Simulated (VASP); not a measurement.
# Be3S (Pm-3m) in VASP: notebook, part 2 of 2

VASP 6.6.1. The steps go on from the part before.

## (4) Single point, PBE

This run uses another cell than the first one: it holds 8 atoms, not 4.

The input, INCAR:

```
SYSTEM = Be3S
  PREC = Accurate
  ENCUT = 520
  EDIFF = 1E-6
  ISMEAR = 0
  SIGMA = 0.1
  LREAL = .False.
  LASPH = .True.
  NELM = 60
  ALGO = Normal
  ISIF = 2
  LWAVE = .False.
  LCHARG = .True.
  GGA = PE
  LELF = .True.
  LVHAR = .True.
  NBANDS = 22
```

The input, KPOINTS:

```
regular mesh
0
Gamma
  8 8 4
  0 0 0
```

The input, POSCAR:

```
Be3S
1.0
    3.4763651113      0.0000000000      0.0000000000
    0.0000000000      3.4763651113      0.0000000000
    0.0000000000      0.0000000000      6.9527302226
Be S
6 2
Direct
    0.0000000000      0.5000000000      0.2500000000
    0.0000000000      0.5000000000      0.7500000000
    0.5000000000      1.0000000000      0.2500000000
    0.5000000000      1.0000000000      0.7500000000
    0.5000000000      0.5000000000      0.0000000000
    0.5000000000      0.5000000000      0.5000000000
    0.0000000000      1.0000000000      0.5000000000
    0.0000000000      0.0000000000      1.0000000000
```

Potentials or basis: VASP PAW PBE potentials, release 64 (Be, S).

Command:

```sh
cat potpaw_PBE.64/Be/POTCAR potpaw_PBE.64/S/POTCAR > POTCAR
mpirun -np 1 vasp_std > vasp.out
```

OUTCAR:

```text
SYSTEM = Be3S
   PREC = Accurate
   ENCUT = 520
   EDIFF = 1E-6
   ISMEAR = 0
   LREAL = .False.
   LASPH = .True.
   NELM = 60
   ISIF = 2
   GGA = PE

 ion  position               nearest neighbor table
   1  0.000  0.500  0.250-   7 2.46   8 2.46   7 2.46   8 2.46
   2  0.000  0.500  0.750-   7 2.46   8 2.46   7 2.46   8 2.46
   3  0.500  0.000  0.250-   7 2.46   8 2.46   7 2.46   8 2.46
   4  0.500  0.000  0.750-   7 2.46   8 2.46   7 2.46   8 2.46
   5  0.500  0.500  0.000-   8 2.46   8 2.46   8 2.46   8 2.46
   6  0.500  0.500  0.500-   7 2.46   7 2.46   7 2.46   7 2.46
   7  0.000  0.000  0.500-   1 2.46   2 2.46   3 2.46   4 2.46   6 2.46   1 2.46   2 2.46   6 2.46
                             3 2.46   4 2.46   6 2.46   6 2.46
   8  0.000  0.000  0.000-   1 2.46   2 2.46   3 2.46   4 2.46   5 2.46   1 2.46   2 2.46   5 2.46
                             3 2.46   4 2.46   5 2.46   5 2.46

  LATTYP: Found a simple tetragonal cell.
 ALAT       =     3.4763651113
 C/A-ratio  =     2.0000000000

  Lattice vectors:

 A1 = (   3.4763651113,   0.0000000000,   0.0000000000)
 A2 = (   0.0000000000,   3.4763651113,   0.0000000000)
 A3 = (   0.0000000000,   0.0000000000,   6.9527302226)

Analysis of symmetry for initial positions (statically):
=====================================================================
 Subroutine PRICEL returns following result:

  LATTYP: Found a simple cubic cell.
 ALAT       =     3.4763651113

  Lattice vectors:

 A1 = (   3.4763651113,   0.0000000000,   0.0000000000)
 A2 = (   0.0000000000,   3.4763651113,   0.0000000000)
 A3 = (   0.0000000000,   0.0000000000,   3.4763651113)

   2 primitive cells build up your supercell.

 Routine SETGRP: Setting up the symmetry group for a
 simple tetragonal supercell.

 Subroutine GETGRP returns: Found 16 space group operations
 (whereof 16 operations were pure point group operations)
 out of a pool of 16 trial point group operations.

The static configuration has the point symmetry D_4h.

Analysis of symmetry for dynamics (positions and initial velocities):
=====================================================================
 Subroutine PRICEL returns following result:

  LATTYP: Found a simple cubic cell.
 ALAT       =     3.4763651113

  Lattice vectors:

 A1 = (   3.4763651113,   0.0000000000,   0.0000000000)
 A2 = (   0.0000000000,   3.4763651113,   0.0000000000)
 A3 = (   0.0000000000,   0.0000000000,   3.4763651113)

   2 primitive cells build up your supercell.

 Routine SETGRP: Setting up the symmetry group for a
 simple tetragonal supercell.

 Subroutine GETGRP returns: Found 16 space group operations
 (whereof 16 operations were pure point group operations)
 out of a pool of 16 trial point group operations.

The dynamic configuration has the point symmetry D_4h.

 Subroutine INISYM returns: Found 16 space group operations
 (whereof 16 operations are pure point group operations),
 and found     2 'primitive' translations

----------------------------------------------------------------------------------------

                                     Primitive cell

[... 53 lines left out ...]
  0.250000  0.000000  0.000000      4.000000
  0.375000  0.000000  0.000000      4.000000
  0.500000  0.000000  0.000000      2.000000
  0.125000  0.125000  0.000000      4.000000
[... 16 lines left out ...]
  0.375000  0.125000  0.250000     16.000000
  0.500000  0.125000  0.250000      8.000000
 [... further k-points ...]
   k-points           NKPTS =     45   k-points in BZ     NKDIM =     45   number of bands    NBANDS=     22
   number of dos      NEDOS =    301   number of ions     NIONS =      8
   total plane-waves  NPLWV =  42336
   dimension x,y,z NGX =    28 NGY =   28 NGZ =   54
   dimension x,y,z NGXF=    56 NGYF=   56 NGZF=  108
   ions per type =               6   2
   NGX,Y,Z   is equivalent  to a cutoff of  13.39, 13.39, 12.91 a.u.
   NGXF,Y,Z  is equivalent  to a cutoff of  26.78, 26.78, 25.82 a.u.
 SYSTEM =  Be3S
   PREC   = accura    normal or accurate (medium, high low for compatibility)
   ISTART =      0    job   : 0-new  1-cont  2-samecut
   ICHARG =      2    charge: 1-file 2-atom 10-const
   ISPIN  =      1    spin polarized calculation?
   LNONCOLLINEAR =      F non collinear calculations
   LSORBIT =      F    spin-orbit coupling
   LASPH  =      T    aspherical Exc in radial PAW
   ENCUT  =  520.0 eV  38.22 Ry    6.18 a.u.   6.46  6.46 12.93*2*pi/ulx,y,z
   NELM   =     60;   NELMIN=  2; NELMDL= -5     # of ELM steps
   EDIFF  = 0.1E-05   stopping-criterion for ELM
   LREAL  =      F    real-space projection
   EDIFFG = 0.1E-04   stopping-criterion for IOM
   NSW    =      0    number of steps for IOM
   IBRION =     -1    ionic relax: 0-MD 1-quasi-New 2-CG
   NFREE  =      0    steps in history (QN), initial steepest desc. (CG)
   ISIF   =      2    stress and relaxation
   ISYM   =      2    0-nonsym 1-usesym 2-fastsym
   POTIM  = 0.5000    time-step for ionic-motion
   TEBEG  =    0.0;   TEEND  =   0.0 temperature during run
   PSTRESS=    0.0 pullay stress
   NELECT =      24.0000    total number of electrons
   NUPDOWN=      -1.0000    fix difference up-down
   EMIN   =  10.00;   EMAX   =-10.00  energy-range for DOS
   EFERMI =   0.00;   METHOD = LEGACY
   ISMEAR =     0;   SIGMA  =   0.10  broadening in eV -4-tet -1-fermi 0-gaus
   EFERMI_NEDOS =   21; number of points for ismear=-14 and -15
   IALGO  =     38    algorithm
   IMIX   =      4    mixing-type and parameters
     AMIX     =   0.40;   BMIX     =  1.00
     AMIX_MAG =   1.60;   BMIX_MAG =  1.00
  volume/ion in A,a.u.               =      10.50        70.88
  Fermi-wavevector in a.u.,A,eV,Ry     =   1.078143  2.037396 15.815320  1.162393
  Thomas-Fermi vector in A             =   2.214074
   LORBIT       =      0    0 simple, 1 ext, 2 COOP (PROOUT), +10 PAW based schemes
   GGA     = PE    functional components
   LHFCALC =     F    Hartree Fock is set to
   AEXX    =    0.0000 exact exchange contribution
   IVDW    =     0    specifies the selected vdW correction
   LEPSILON=     F    determine dielectric tensor
   LRPA    =     F    only Hartree local field effects (RPA)
 non-spin polarized calculation
 Gauss-broadening in eV      SIGMA  =   0.10
  energy-cutoff  :      520.00
  volume of cell :       84.02
 maximum number of plane-waves:      2287
 NGX is ok and might be reduce to    28

 number of electron      24.0000002 magnetization

 Free energy of the ion-electron system (eV)
  ---------------------------------------------------
  ext. energy  EPLUGINS =         0.00000000
  ---------------------------------------------------
  free energy    TOTEN  =       -25.87320098 eV

  energy without entropy =      -25.85646040  energy(sigma->0) =      -25.86483069

 E-fermi :   8.0311     XC(G=0): -10.6132

 val. band max:        8.0037509582   @ k =   0.2500   0.1250   0.0000
 cond. band min:       8.0889040961   @ k =   0.5000   0.0000   0.0000
 fundamental gap:      0.0851531380
 Fermi energy:         8.0311251550

 k-point     1 :       0.0000    0.0000    0.0000
  band No.  band energies     occupation
      1      -8.6664      2.00000
      2      -7.8743      2.00000
      3      -2.0032      2.00000
      4       2.1357      2.00000
      5       2.1357      2.00000
      6       2.1357      2.00000
[... 589 lines left out ...]
     21      13.2330      0.00000
     22      14.5761      0.00000

 [... further k-points ...]

------------------------ aborting loop because EDIFF is reached ----------------------------------------

  FORCE on cell =-STRESS in cart. coord.  units (eV):
  Direction    XX          YY          ZZ          XY          YZ          ZX
  --------------------------------------------------------------------------------------
  -------------------------------------------------------------------------------------
  Total       -0.2107601     -0.2107601     -0.2105209      0.0000000      0.0000000     -0.0000000
  in kB       -4.0187673     -4.0187673     -4.0142065      0.0000000      0.0000000     -0.0000000
  external PRESSURE =      -4.0172470 kB  Pullay stress =       0.0000000 kB

 VOLUME and BASIS-vectors are now :
 -----------------------------------------------------------------------------
  energy-cutoff  :      520.00
  volume of cell :       84.02
      direct lattice vectors                 reciprocal lattice vectors
     3.476365111  0.000000000  0.000000000     0.287656782  0.000000000  0.000000000
     0.000000000  3.476365111  0.000000000     0.000000000  0.287656782  0.000000000
     0.000000000  0.000000000  6.952730223     0.000000000  0.000000000  0.143828391

 POSITION                                       TOTAL-FORCE (eV/Angst)
 -----------------------------------------------------------------------------------
      0.00000      1.73818      1.73818        -0.000000     -0.000000      0.000000
      0.00000      1.73818      5.21455        -0.000000     -0.000000     -0.000000
      1.73818      0.00000      1.73818        -0.000000      0.000000      0.000000
      1.73818      0.00000      5.21455        -0.000000      0.000000     -0.000000
      1.73818      1.73818      0.00000         0.000000      0.000000     -0.000000
      1.73818      1.73818      3.47637         0.000000      0.000000     -0.000000
      0.00000      0.00000      3.47637         0.000000     -0.000000     -0.000000
      0.00000      0.00000      0.00000         0.000000     -0.000000     -0.000000
 -----------------------------------------------------------------------------------
    total drift:                               -0.000000     -0.000000     -0.000000

  FREE ENERGIE OF THE ION-ELECTRON SYSTEM (eV)
  ---------------------------------------------------
  free  energy   TOTEN  =       -25.8732009778 eV

  energy  without entropy=      -25.8564603972  energy(sigma->0) =      -25.86483069
```

Wall time 98 s (1 thread of Intel Xeon 8259CL, shared host); peak memory 0.22 GiB.

What came out:

* Free energy: -25.8732 eV
* Pressure: -0.4 GPa
* Band gap on the k mesh: zero (bands 12 and 13 overlap by 2.61 eV)

Levels at points of the mesh, in eV from the Fermi level:
```
           k point  band 9  band 10  band 11  band 12  band 13  band 14  band 15  band 16
(0.00, 0.00, 0.00)   -4.39    -1.23    -0.58    -0.37    -0.37     0.57     0.64     0.64
(0.50, 0.00, 0.00)   -3.64    -1.23    -0.58    -0.37    -0.37     0.06     0.57     1.92
(0.50, 0.50, 0.00)   -4.50    -3.64    -2.01    -2.01    -2.01     0.06     1.92     1.92
(0.00, 0.00, 0.50)   -2.80    -2.80     0.60     0.60     1.53     1.53     1.53     1.53
(0.50, 0.00, 0.50)   -4.05    -4.05    -0.33    -0.33     0.34     0.34     2.70     2.70
(0.50, 0.50, 0.50)   -5.47    -5.47    -0.56    -0.56    -0.56    -0.56     0.17     0.17
```

## (5) Relaxation of cell and atoms, PBE

The input, INCAR:

```
PREC     = Accurate       # precision mode
ENCUT    = 600            # plane-wave cutoff, eV
EDIFF    = 1E-6           # SCF threshold, eV
ISMEAR   = 0              # smearing method
SIGMA    = 0.1            # smearing width, eV
LREAL    = F              # projectors in reciprocal space
LASPH    = T              # aspherical terms in the spheres
NELM     = 100            # most SCF steps
ALGO     = Normal         # electronic algorithm
ISIF     = 3              # what is computed and relaxed
LWAVE    = F              # write WAVECAR
LCHARG   = F              # write CHGCAR
GGA      = PE             # functional
IBRION   = 2              # ionic algorithm
NSW      = 100            # ionic steps
EDIFFG   = -0.01          # ionic threshold
```

The input, KPOINTS:

```
regular mesh
0
Gamma
  14 14 14
```

The input, POSCAR:

```
Be3S
1.0
    3.4979800791      0.0000000000      0.0000000000
    0.0000000000      3.4979800791      0.0000000000
    0.0000000000      0.0000000000      3.4979800791
Be S
3 1
Direct
    0.0000000000      0.5000000000      0.5000000000
    0.5000000000      0.0000000000      0.5000000000
    0.5000000000      0.5000000000      0.0000000000
    0.0000000000      0.0000000000      0.0000000000
```

Command:

```sh
cat potpaw_PBE.64/Be/POTCAR potpaw_PBE.64/S/POTCAR > POTCAR
mpirun -np 1 vasp_std > vasp.out
```

Run time: 1.9 min. Hardware: 1 thread of Intel Xeon 8259CL, shared host; peak memory 0.2 GiB.

Results (log left out):

- Free energy: -12.9421 eV
- Relaxed volume: 10.52 Å³/atom
- Relaxed cell: a = 3.478 Å, b = 3.478 Å, c = 3.478 Å, α = 90.00°, β = 90.00°, γ = 90.00°
- Space group after relaxing (to 0.1 Å): Pm-3m (No. 221)
- Energy gained by relaxing: 0.7 meV/atom
- Ionic steps: 3
- Pressure after relaxing: 0.0 GPa
- Band gap on the k mesh: zero (bands 6 and 7 overlap by 3.06 eV)

The path:
```
step  energy change (eV)  largest force (eV/Å)  pressure (GPa)  volume (Å³)
   1              0.0000                0.0000           -1.30        42.80
   2             -0.0028                0.0000           -0.35        42.27
   3             -0.0030                0.0000            0.03        42.07
```

Final structure:
```cif
data_structure
_symmetry_space_group_name_H-M 'P 1'
_symmetry_Int_Tables_number 1
_cell_length_a 3.4780
_cell_length_b 3.4780
_cell_length_c 3.4780
_cell_angle_alpha 90.000
_cell_angle_beta 90.000
_cell_angle_gamma 90.000
_cell_volume 42.07
loop_
_atom_site_label
_atom_site_type_symbol
_atom_site_fract_x
_atom_site_fract_y
_atom_site_fract_z
_atom_site_occupancy
Be1 Be 0.00000 0.50000 0.50000 1
Be2 Be 0.50000 0.00000 0.50000 1
Be3 Be 0.50000 0.50000 0.00000 1
S1 S 0.00000 0.00000 0.00000 1
```

Levels at points of the mesh, in eV from the Fermi level:
```
           k point  band 4  band 5  band 6  band 7  band 8  band 9
(0.00, 0.00, 0.00)   -5.93   -4.44    0.59    0.59    3.43    3.43
(0.50, 0.00, 0.00)   -4.66   -1.28   -0.62   -0.41   -0.41    0.53
(0.50, 0.50, 0.00)   -6.06   -3.68    0.01    1.88    1.88    3.28
(0.50, 0.50, 0.50)   -8.06   -4.53   -2.05   -2.05   -2.05    7.30
```

## (6) Summary

| task | cell | k mesh | cutoff (eV) | gap on the mesh (eV) | pressure (GPa) |
| --- | --- | --- | --- | --- | --- |
| single point | a = 3.498 Å, 4 atoms, atomic positions A | 6 × 6 × 6 | 520 | none | -2.8 |
| single point | a = 3.476 Å, 4 atoms, atomic positions A | 14 × 14 × 14 | 520 | none | 0.1 |
| single point | a = 3.476, b = 3.476, c = 6.953 Å, 8 atoms, atomic positions B | 8 × 8 × 4 | 520 | none | -0.4 |
| relaxation of cell and atoms | relaxed from a = 3.498 Å, 4 atoms, atomic positions A | 14 × 14 × 14 | 600 | none | 0.0 |

Alike in all rows: level PBE; potentials or basis VASP PAW PBE potentials, release 64 (Be, S); no spin polarisation; smearing gaussian 0.1 eV.

Total energies depend on the potentials used, so only differences within one code and one set of settings carry meaning.
